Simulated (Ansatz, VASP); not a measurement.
Two plane-wave programs on CaB

```
Ca B
1.0
     3.57769    0.00000    0.00000
    -1.78884    3.09837    0.00000
     0.00000    0.00000    3.73805
Ca B
1 1
Direct
  0.66667 0.33333 0.50000
  0.33333 0.66667 0.00000
```

Alike in both runs: functional PBE; k mesh 6 × 6 × 4; occupations gaussian, width 0.1 eV; no spin polarisation.

Ansatz relaxed the structure, and its values are those at the end. VASP's run is a single point on that final structure, the one shown.

|  | VASP | Ansatz |
| --- | --- | --- |
| version | VASP 6.6.1 | Ansatz 0.2.0 |
| potentials or method | VASP PAW PBE potentials, release 64 (Ca_sv, B), cutoff 500 eV | scalar-relativistic, plane waves, PAW |
| valence electrons in the cell | 13 | 13 |

```tsv
	VASP	Ansatz	Ansatz less VASP
gap on the k mesh at the Fermi level (eV)	none	none	-
pressure (GPa)	0.1	0.0	-0.11
```

A gap of «none» marks a metal or a gap that the smearing closes.

The k mesh is coarse, so the values compare programs but aren't converged.
